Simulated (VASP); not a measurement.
Here is a VASP 6.6.1 calculation.

The input INCAR:

```
SYSTEM = Ca
ALGO = Normal ; EDIFF = 1E-6
ENCUT = 520 ; GGA = PS
ISIF = 2 ; ISMEAR = 0
LASPH = .True. ; LCHARG = .False.
LREAL = .False. ; LWAVE = .False.
NBANDS = 11 ; NELM = 100
PREC = Accurate ; SIGMA = 0.1
```

KPOINTS

```
k-points
0
Gamma
  14 14 14
  0 0 0
```

POSCAR

```
Ca
1.0
   -2.1615068665      2.1615068665      2.1615068665
    2.1615068665     -2.1615068665      2.1615068665
    2.1615068665      2.1615068665     -2.1615068665
Ca
1
Direct
    0.0000000000      0.0000000000      0.0000000000
```

Potentials or basis: VASP PAW PBE potentials, release 64 (Ca_sv).

Command:

```console
$ cat potpaw_PBE.64/Ca_sv/POTCAR > POTCAR
$ mpirun -np 1 vasp_std > vasp.out
```

(1) Estimate the pressure.

(2) What does it give for the band gap on the k mesh?

Results:

(1) 0.0 GPa.

(2) zero (band 5 reaches 2.36 eV, above the bottom of band 6 at 2.09 eV).

Caveat: the PAW data sets were made with another functional, which shifts forces and pressure a little.
